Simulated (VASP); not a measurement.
# BaTiO3 (R3m) in VASP: single point with r2SCAN

Aim: the single point of BaTiO3 with r2SCAN.

Everything below comes from runs of VASP 6.6.1. Logs are shortened: lines on timing, memory, paths and dates and some standing lists are left out, and cuts for length are marked.

### 1 The cell of the first run

The structure is trigonal, space group R3m (No. 160). Conventional cell: a = 5.650 Å, b = 5.650 Å, c = 6.946 Å, α = 90.00°, β = 90.00°, γ = 120.00°. Ba (site symmetry 3m) has 12 O at 2.78 to 2.89 Å and 8 Ti at 3.38 to 3.56 Å within 3.7 Å. Within 2.5 Å of Ti (site symmetry 3m) lie 6 O at 1.88 to 2.13 Å. O (site symmetry m) has 2 Ti at 1.88 to 2.13 Å within 2.5 Å. O (site symmetry m) has 2 Ti at 1.88 to 2.13 Å within 2.5 Å.

### 2 Single point, r2SCAN, collinear spin, zero start

The input, POSCAR:

```
BaTiO3
1.0
   -4.0100937400     -0.0100990800     -3.9999447200
   -0.0101190600     -3.9999646900      0.0000000000
   -3.9898556300      0.0100990800      3.9999447200
Ba Ti O
2 2 6
Direct
    0.0000000000      0.0000000000      0.0000000000
    0.5000000000      0.0000000000      0.5000000000
    0.5130000000      0.5130000000      0.0000000000
    0.0130000000      0.5130000000      0.5000000000
    0.7359500000      0.4908000000      0.7548500000
    0.2359500000      0.4908000000      0.2548500000
    0.7359500000      0.4908000000      0.2451500000
    0.2359500000      0.4908000000      0.7451500000
    0.9908000000      0.9811000000      0.5000000000
    0.4908000000      0.9811000000      0.0000000000
```

The input, INCAR.step1:

```
SYSTEM = BaTiO3
PREC = Accurate
ENCUT = 520
ISMEAR = -1
SIGMA = 0.1
LREAL = .False.
LASPH = .True.
NELM = 150
ISPIN = 2
MAGMOM = 0 0 0 0 0 0 0 0 0 0
LMAXMIX = 4
NBANDS = 55
GGA = PE
ALGO = Normal
EDIFF = 1E-4
LWAVE = .True.
LCHARG = .False.
```

The input, INCAR.step2:

```
SYSTEM = BaTiO3
PREC = Accurate
ENCUT = 520
EDIFF = 1E-6
ISMEAR = -1
SIGMA = 0.1
LREAL = .False.
LASPH = .True.
NELM = 150
ALGO = Normal
ISIF = 2
LWAVE = .False.
LCHARG = .False.
ISPIN = 2
MAGMOM = 0 0 0 0 0 0 0 0 0 0
LORBIT = 11
LMAXMIX = 4
METAGGA = R2SCAN
LMIXTAU = .True.
NBANDS = 55
ISTART = 1
```

The input, KPOINTS:

```
regular mesh
0
Gamma
  3 5 3
  0 0 0
```

Potentials or basis: VASP PAW PBE potentials, release 64 (Ba_sv, Ti_sv, O).

Started as:

```sh
$ cat potpaw_PBE.64/Ba_sv/POTCAR potpaw_PBE.64/Ti_sv/POTCAR potpaw_PBE.64/O/POTCAR > POTCAR
$ cp INCAR.step1 INCAR
$ mpirun -np 1 vasp_std > vasp.out
$ cp INCAR.step2 INCAR
$ mpirun -np 1 vasp_std > vasp.out
```

OUTCAR:

```text
SYSTEM = BaTiO3
   PREC = Accurate
   ENCUT = 520
   EDIFF = 1E-6
   ISMEAR = -1
   LREAL = .False.
   LASPH = .True.
   NELM = 150
   ISIF = 2
   ISPIN = 2
   LORBIT = 11
   METAGGA = R2SCAN
   ISTART = 1

 ion  position               nearest neighbor table
   1  0.000  0.000  0.000-  10 2.78   6 2.78   8 2.78   7 2.83   8 2.83   9 2.83   9 2.83   5 2.83
                             6 2.83  10 2.89   5 2.89   7 2.89   3 3.38   4 3.43   3 3.43   4 3.43
   2  0.500  0.000  0.500-   9 2.78   5 2.78   7 2.78   8 2.83   7 2.83  10 2.83  10 2.83   6 2.83
                             5 2.83   9 2.89   6 2.89   8 2.89   4 3.38   3 3.43   4 3.43   3 3.43
   3  0.513  0.513  0.000-   5 1.88   7 1.88  10 1.88   6 2.13   8 2.13  10 2.13   1 3.38   2 3.43
                             1 3.43   2 3.43   1 3.49   2 3.49   2 3.49   1 3.56
   4  0.013  0.513  0.500-   6 1.88   8 1.88   9 1.88   5 2.13   7 2.13   9 2.13   2 3.38   1 3.43
                             2 3.43   1 3.43   2 3.49   1 3.49   1 3.49   2 3.56
   5  0.736  0.491  0.755-   3 1.88   4 2.13   2 2.78   1 2.83   2 2.83   1 2.89
   6  0.236  0.491  0.255-   4 1.88   3 2.13   1 2.78   2 2.83   1 2.83   2 2.89
   7  0.736  0.491  0.245-   3 1.88   4 2.13   2 2.78   1 2.83   2 2.83   1 2.89
   8  0.236  0.491  0.745-   4 1.88   3 2.13   1 2.78   2 2.83   1 2.83   2 2.89
   9  0.991  0.981  0.500-   4 1.88   4 2.13   2 2.78   1 2.83   1 2.83   2 2.89
  10  0.491  0.981  0.000-   3 1.88   3 2.13   1 2.78   2 2.83   2 2.83   1 2.89

  LATTYP: Found a simple monoclinic cell.
 ALAT       =     3.9999774895
 B/A-ratio  =     1.4124218332
 C/A-ratio  =     1.4159994844
 COS(beta)  =    -0.0035741209

  Lattice vectors:

 A1 = (  -0.0101190600,  -3.9999646900,   0.0000000000)
 A2 = (   3.9898556300,  -0.0100990800,  -3.9999447200)
 A3 = (   4.0100937400,   0.0100990800,   3.9999447200)

Analysis of symmetry for initial positions (statically):
=====================================================================
 Subroutine PRICEL returns following result:

  LATTYP: Found a trigonal (rhomboedric) cell.
 ALAT       =     3.9999774895
 COS(alpha) =     0.0025297792
[... 12 lines left out ...]
 Subroutine GETGRP returns: Found  2 space group operations
 (whereof  2 operations were pure point group operations)
 out of a pool of  4 trial point group operations.

The static configuration has the point symmetry C_1h.

Analysis of symmetry for dynamics (positions and initial velocities):
=====================================================================
 Subroutine PRICEL returns following result:

  LATTYP: Found a trigonal (rhomboedric) cell.
 ALAT       =     3.9999774895
 COS(alpha) =     0.0025297792
[... 12 lines left out ...]
 Subroutine GETGRP returns: Found  2 space group operations
 (whereof  2 operations were pure point group operations)
 out of a pool of  4 trial point group operations.

The dynamic configuration has the point symmetry C_1h.

Analysis of structural, dynamic, and magnetic symmetry:
=====================================================================
 Subroutine PRICEL returns following result:

  LATTYP: Found a trigonal (rhomboedric) cell.
 ALAT       =     3.9999774895
 COS(alpha) =     0.0025297792
[... 12 lines left out ...]
 Subroutine GETGRP returns: Found  2 space group operations
 (whereof  2 operations were pure point group operations)
 out of a pool of  4 trial point group operations.

The overall configuration has the point symmetry C_1h.

 Subroutine INISYM returns: Found  2 space group operations
 (whereof  2 operations are pure point group operations),
 and found     2 'primitive' translations

----------------------------------------------------------------------------------------

                                     Primitive cell

  volume of cell :      63.9981

  direct lattice vectors                    reciprocal lattice vectors
    -0.010119060 -3.999964690  0.000000000     0.000000000 -0.250002207  0.000631207
    -3.999974685  0.000000000  0.000000000    -0.250001582  0.000632451  0.000630857
    -0.010119055 -0.010099080 -3.999944720     0.000000000  0.000000000 -0.250003455

  length of vectors
     3.999977490  3.999974685  3.999970269     0.250003004  0.250003178  0.250003455

  position of ions in fractional coordinates (direct lattice)
     0.000000000  0.000000000  0.000000000
[... 69 lines left out ...]
   ISPIN  =      2    spin polarized calculation?
   LNONCOLLINEAR =      F non collinear calculations
   LSORBIT =      F    spin-orbit coupling
   LASPH  =      T    aspherical Exc in radial PAW
   ENCUT  =  520.0 eV  38.22 Ry    6.18 a.u.  10.53  7.44 10.50*2*pi/ulx,y,z
   NELM   =    150;   NELMIN=  2; NELMDL=  0     # of ELM steps
   EDIFF  = 0.1E-05   stopping-criterion for ELM
   LREAL  =      F    real-space projection
   EDIFFG = 0.1E-04   stopping-criterion for IOM
   NSW    =      0    number of steps for IOM
   IBRION =     -1    ionic relax: 0-MD 1-quasi-New 2-CG
   NFREE  =      0    steps in history (QN), initial steepest desc. (CG)
   ISIF   =      2    stress and relaxation
   ISYM   =      2    0-nonsym 1-usesym 2-fastsym
   POTIM  = 0.5000    time-step for ionic-motion
   TEBEG  =    0.0;   TEEND  =   0.0 temperature during run
   PSTRESS=    0.0 pullay stress
   NELECT =      80.0000    total number of electrons
   NUPDOWN=      -1.0000    fix difference up-down
   EMIN   =  10.00;   EMAX   =-10.00  energy-range for DOS
   EFERMI =   0.00;   METHOD = LEGACY
   ISMEAR =    -1;   SIGMA  =   0.10  broadening in eV -4-tet -1-fermi 0-gaus
   EFERMI_NEDOS =   21; number of points for ismear=-14 and -15
   IALGO  =     38    algorithm
   IMIX   =      4    mixing-type and parameters
     AMIX     =   0.40;   BMIX     =  1.00
     AMIX_MAG =   1.60;   BMIX_MAG =  1.00
  volume/ion in A,a.u.               =      12.80        86.38
  Fermi-wavevector in a.u.,A,eV,Ry     =   1.399713  2.645074 26.656491  1.959197
  Thomas-Fermi vector in A             =   2.522745
   LORBIT       =     11    0 simple, 1 ext, 2 COOP (PROOUT), +10 PAW based schemes
   METAGGA = R2SCAN    functional components
   LHFCALC =     F    Hartree Fock is set to
   AEXX    =    0.0000 exact exchange contribution
   IVDW    =     0    specifies the selected vdW correction
   LEPSILON=     F    determine dielectric tensor
   LRPA    =     F    only Hartree local field effects (RPA)
 spin polarized calculation
  energy-cutoff  :      520.00
  volume of cell :      128.00
 maximum number of plane-waves:      3463
 NGX is ok and might be reduce to    42
   NGX = 21   NGY = 15   NGZ = 21

 number of electron      80.0000005 magnetization      -0.0000000

 number of electron      80.0000005 magnetization       0.0000000

 Free energy of the ion-electron system (eV)
  ---------------------------------------------------
  ext. energy  EPLUGINS =         0.00000000
  ---------------------------------------------------
  free energy    TOTEN  =      -148.49621378 eV

  energy without entropy =     -148.49621272  energy(sigma->0) =     -148.49621325

 E-fermi :   4.8791     XC(G=0): -11.9123

 val. band max:        3.4760695636   @ k =   0.0000   0.4000   0.0000
 cond. band min:       6.2287458525   @ k =   0.0000   0.0000   0.0000
 fundamental gap:      2.7526762889
 Fermi energy:         4.8790744859

 spin component 1

 k-point     1 :       0.0000    0.0000    0.0000
  band No.  band energies     occupation
      1     -55.0274      1.00000
      2     -55.0251      1.00000
      3     -30.2866      1.00000
      4     -30.2847      1.00000
      5     -30.2304      1.00000
      6     -30.2303      1.00000
[... 869 lines left out ...]
     51      11.7911      0.00000
     52      11.9887      0.00000
 Fermi energy:         4.8790744859

 spin component 2

 k-point     1 :       0.0000    0.0000    0.0000
  band No.  band energies     occupation
      1     -55.0274      1.00000
      2     -55.0251      1.00000
      3     -30.2866      1.00000
      4     -30.2847      1.00000
      5     -30.2304      1.00000
      6     -30.2303      1.00000
[... 869 lines left out ...]
     51      11.7911      0.00000
     52      11.9887      0.00000
 [bands above 52 left out]

------------------------ aborting loop because EDIFF is reached ----------------------------------------

  FORCE on cell =-STRESS in cart. coord.  units (eV):
  Direction    XX          YY          ZZ          XY          YZ          ZX
  --------------------------------------------------------------------------------------
  -------------------------------------------------------------------------------------
  Total        3.4722596      3.4287178      3.4729939     -0.0763925     -0.0759272     -0.0706816
  in kB       43.4635689     42.9185396     43.4727609     -0.9562339     -0.9504094     -0.8847483
  external PRESSURE =      43.2849565 kB  Pullay stress =       0.0000000 kB

 VOLUME and BASIS-vectors are now :
 -----------------------------------------------------------------------------
  energy-cutoff  :      520.00
  volume of cell :      128.00
      direct lattice vectors                 reciprocal lattice vectors
    -4.010093740 -0.010099080 -3.999944720    -0.125000791  0.000316225 -0.124686299
    -0.010119060 -3.999964690  0.000000000     0.000000000 -0.250002207  0.000631207
    -3.989855630  0.010099080  3.999944720    -0.125000791  0.000316225  0.125317156

 POSITION                                       TOTAL-FORCE (eV/Angst)
 -----------------------------------------------------------------------------------
      0.00000      0.00000      0.00000        -0.019244     -0.019384     -0.019147
     -3.99997      0.00000      0.00000        -0.019244     -0.019384     -0.019147
     -2.06237     -2.05716     -2.05197         0.091486      0.097620      0.091008
     -2.05225     -2.04706      1.94797         0.091486      0.097620      0.091008
     -5.96794     -1.96299      0.07560         0.045496      0.043539     -0.164263
     -1.96796     -1.96299      0.07560         0.045496      0.043539     -0.164263
     -3.93431     -1.96814     -1.96317        -0.164037      0.044069      0.045800
     -3.92419     -1.95804      2.03677        -0.164037      0.044069      0.045800
     -5.97806     -3.92932     -1.96317         0.046301     -0.165844      0.046602
     -1.97808     -3.92932     -1.96317         0.046301     -0.165844      0.046602
 -----------------------------------------------------------------------------------
    total drift:                                0.009368      0.003144      0.009135

  FREE ENERGIE OF THE ION-ELECTRON SYSTEM (eV)
  ---------------------------------------------------
  free  energy   TOTEN  =      -148.4962137817 eV

  energy  without entropy=     -148.4962127227  energy(sigma->0) =     -148.49621325

 total charge

# of ion       s       p       d       tot
------------------------------------------
    1        2.018   5.670   0.306   7.995
    2        2.018   5.670   0.306   7.995
    3        2.221   6.282   1.723  10.226
    4        2.221   6.282   1.723  10.226
    5        1.570   3.506   0.000   5.076
    6        1.570   3.506   0.000   5.076
    7        1.570   3.506   0.000   5.076
    8        1.570   3.506   0.000   5.076
    9        1.570   3.507   0.000   5.076
   10        1.570   3.507   0.000   5.076
--------------------------------------------------
tot         17.898  44.943   4.059  66.900

 magnetization (x)

# of ion       s       p       d       tot
------------------------------------------
    1       -0.000  -0.000   0.000  -0.000
    2       -0.000  -0.000   0.000  -0.000
    3        0.000   0.000   0.000   0.000
    4        0.000   0.000   0.000   0.000
    5        0.000  -0.000   0.000  -0.000
    6        0.000  -0.000   0.000  -0.000
    7        0.000  -0.000   0.000  -0.000
    8        0.000  -0.000   0.000  -0.000
    9        0.000  -0.000   0.000  -0.000
   10        0.000  -0.000   0.000  -0.000
--------------------------------------------------
tot          0.000  -0.000   0.000   0.000
```

Wall time 12 min (1 thread of Oxide Virtual Turin-like, shared host); peak memory 0.35 GiB.

Results:

```yaml
Free_energy: -148.4962 eV
Pressure: 4.3 GPa
Largest_force: 0.178 eV/Å
Band_gap_on_the_k_mesh: 2.75 eV
Net_moment: 0.00 μB per cell
Valence_electrons_inside_the_program's_atomic_spheres: Ba 8.00; Ti 10.23; O 5.08
```

Forces on the atoms (eV/Å):
```
Ba  -0.019 -0.019 -0.019
Ba  -0.019 -0.019 -0.019
Ti   0.091  0.098  0.091
Ti   0.091  0.098  0.091
O    0.045  0.044 -0.164
O    0.045  0.044 -0.164
O   -0.164  0.044  0.046
O   -0.164  0.044  0.046
O    0.046 -0.166  0.047
O    0.046 -0.166  0.047
```

Stress tensor (GPa, compression positive):
```
 4.35 -0.10 -0.09
-0.10  4.29 -0.10
-0.09 -0.10  4.35
```

Caveat: the cell stands under pressure; the PAW data sets were made with another functional, which shifts forces and pressure a little; spin-orbit coupling is left out, which moves the levels of the heavy elements. r2SCAN opens gaps a little over a GGA but as a rule still falls short of measured ones.
